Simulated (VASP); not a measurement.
The system is GaN.

```
CELL_PARAMETERS angstrom
0.00000 2.25350 2.25350
2.25350 0.00000 2.25350
2.25350 2.25350 0.00000
ATOMIC_POSITIONS crystal
Ga 0.00000 0.00000 0.00000
N 0.25000 0.25000 0.25000
```

| Item | Value |
| --- | --- |
| Program | VASP 6.6.1 |
| Task | relaxation of cell and atoms |
| Functional | LDA |
| Potentials or basis | VASP PAW LDA potentials, release 64 (Ga_d, N) |
| Cutoff | 600 eV |
| k mesh | 10 × 10 × 10 |
| Occupations | gaussian, width 0.02 eV |
| Spin | no spin polarisation |

At the start: pressure -5.6 GPa; volume 11.44 Å³/atom.

Where does the relaxation end?

Over 3 steps the energy falls by 6.0 meV/atom and the volume is 11.11 Å³/atom (-2.9 %); space group F-43m (No. 216, to 0.05 Å).

The path:
```
step  energy change (eV)  largest force (eV/Å)  pressure (GPa)  volume (Å³)
   1              0.0000                0.0000           -5.60        22.89
   2             -0.0003                0.0000            6.11        21.59
   3             -0.0120                0.0000            0.01        22.22
```

Final structure:
```cif
data_structure
_symmetry_space_group_name_H-M 'P 1'
_symmetry_Int_Tables_number 1
_cell_length_a 3.1557
_cell_length_b 3.1557
_cell_length_c 3.1557
_cell_angle_alpha 60.000
_cell_angle_beta 60.000
_cell_angle_gamma 60.000
_cell_volume 22.22
loop_
_atom_site_label
_atom_site_type_symbol
_atom_site_fract_x
_atom_site_fract_y
_atom_site_fract_z
_atom_site_occupancy
Ga1 Ga 0.00000 0.00000 0.00000 1
N1 N 0.25000 0.25000 0.25000 1
```
